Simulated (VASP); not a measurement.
MgO (e600): single point with PBEsol

**The experiment to reproduce.**

“Electronic structure of alkaline earth and post-transition metal oxides”, 2009, arxiv:0908.1581 quotes, for a bulk crystal of MgO: band gap 7.83 eV.

MgO (e600):

```
Mg O
1.0
     0.00000    2.10708    2.10708
     2.10708    0.00000    2.10708
     2.10708    2.10708    0.00000
Mg O
1 1
Direct
  0.00000 0.00000 0.00000
  0.50000 0.50000 0.50000
```

| Quantity | Value |
| --- | --- |
| Program | VASP 6.6.1 |
| Task | single point |
| Functional | PBEsol |
| Potentials or basis | VASP PAW PBE potentials, release 64 (Mg, O) |
| Cutoff | 600 eV |
| k mesh | 10 × 10 × 10 |
| Occupations | gaussian, width 0.02 eV |
| Spin | no spin polarisation |
| Dipole correction | no |
| Further INCAR settings | ALGO = Normal; EDIFF = 1e-06; NBANDS = 11 |

The pressure is -0.7 GPa and the band gap on the k mesh is 4.62 eV, direct.

Levels at points of the mesh, in eV from the valence-band top:
```
           k point  band 2  band 3  band 4  band 5  band 6  band 7
(0.00, 0.00, 0.00)    0.00    0.00    0.00    4.62   15.63   15.63
(0.50, 0.00, 0.00)   -4.67   -0.66   -0.66    7.74   12.49   16.16
(0.50, 0.50, 0.00)   -4.14   -1.36   -1.36    8.92    9.86   12.96
```

Wall time 8.4 s on 1 thread of Intel(R) Xeon(R) 6975P-C (Granite Rapids), on a shared host, peak memory 0.14 GiB.

A measured gap of MgO is 7.83 eV (quoted in “Electronic structure of alkaline earth and post-transition metal oxides”, 2009, arxiv:0908.1581); the calculated 4.62 eV misses it by -3.21 eV. The value is that of PBEsol, without temperature or zero-point motion. Semilocal functionals fall short of measured gaps as a rule.

Caveat: the PAW data sets were made with another functional, which shifts forces and pressure a little.
